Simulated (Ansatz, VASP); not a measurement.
TaN in VASP and in Ansatz

File INCAR:

```
  PREC = Accurate
  ENCUT = 520
  EDIFF = 1E-8
  ISMEAR = -1
  SIGMA = 0.03
  LREAL = False
  LASPH = True
  NELM = 120
  ALGO = Normal
  ISIF = 2
  LWAVE = False
  LCHARG = False
  LEFG = True
  NBANDS = 24
  GGA_COMPAT = False
```

File KPOINTS:

```
regular mesh
0
Gamma
  9 9 5
```

The input POSCAR:

```
TaN
1.0
    3.0500010905      0.0000000000      0.0000000000
   -1.5250005453      2.6413784260      0.0000000000
    0.0000000000      0.0000000000      4.9400000000
Ta N
2 2
Direct
    0.3333333333      0.6666666667      0.0000000000
    0.6666666667      0.3333333333      0.5000000000
    0.3333333333      0.6666666667      0.3850000000
    0.6666666667      0.3333333333      0.8850000000
```

Input for Ansatz:

```yaml
crystal:
  lattice:
    - [3.0500010905, 0.0, 0.0]
    - [-1.5250005453, 2.641378426, 0.0]
    - [0.0, 0.0, 4.94]
  atoms:
    - { symbol: Ta, position: [0.3333333333, 0.6666666667, 0.0] }
    - { symbol: Ta, position: [0.6666666667, 0.3333333333, 0.5] }
    - { symbol: "N", position: [0.3333333333, 0.6666666667, 0.385] }
    - { symbol: "N", position: [0.6666666667, 0.3333333333, 0.885] }
kpoints:
  mp_grid: { grid: [9, 9, 5] }
  band_path:
    path:
      - [0.0, 0.0, 0.0]
      - [0.5, 0.0, 0.0]
      - [0.3333333333, 0.3333333333, 0.0]
      - [0.0, 0.0, 0.0]
      - [0.0, 0.0, 0.5]
      - [0.5, 0.0, 0.5]
      - [0.3333333333, 0.3333333333, 0.5]
      - [0.0, 0.0, 0.5]
      - [0.5, 0.0, 0.5]
    npoints: 8
scf:
  occupations: { method: fermi_dirac, width: 0.03 }
hamiltonian:
  xc: lda
  pseudopotentials: { kind: all_electron, datasets: crystal }
output:
  forces: true
  stress: true
  eigenvalues: true
  efg: { contact_densities: true }
```

Alike in both runs: task electric field gradients; functional LDA; k mesh 9 × 9 × 5; occupations fermi-dirac, width 0.03 eV; no spin polarisation.

|  | VASP | Ansatz |
| --- | --- | --- |
| version | VASP 6.6.1 | Ansatz 0.2.0 |
| potentials or method | VASP PAW LDA potentials, release 64 (Ta_pv, N), cutoff 520 eV | all-electron PAW with datasets made for the crystal, scalar-relativistic |

VASP gave:

| Quantity | Value |
| --- | --- |
| rms of the force components (eV/Å) | 1.293 |
| size of Vzz on the site where it differs most (V/Å²) | 125.1 |

Task: What did Ansatz give for the same quantities?

Result: rms of the force components (eV/Å): 1.276; size of Vzz on the site where it differs most (V/Å²): 120.1.

LDA's correlation is that of Perdew and Zunger in VASP and of Perdew and Wang (1992) in Ansatz. Atom by atom the forces differ by 0.017 eV/Å (rms over components). Ansatz ran all-electron here, and VASP with PAW potentials.

Neither program's run includes spin-orbit coupling.
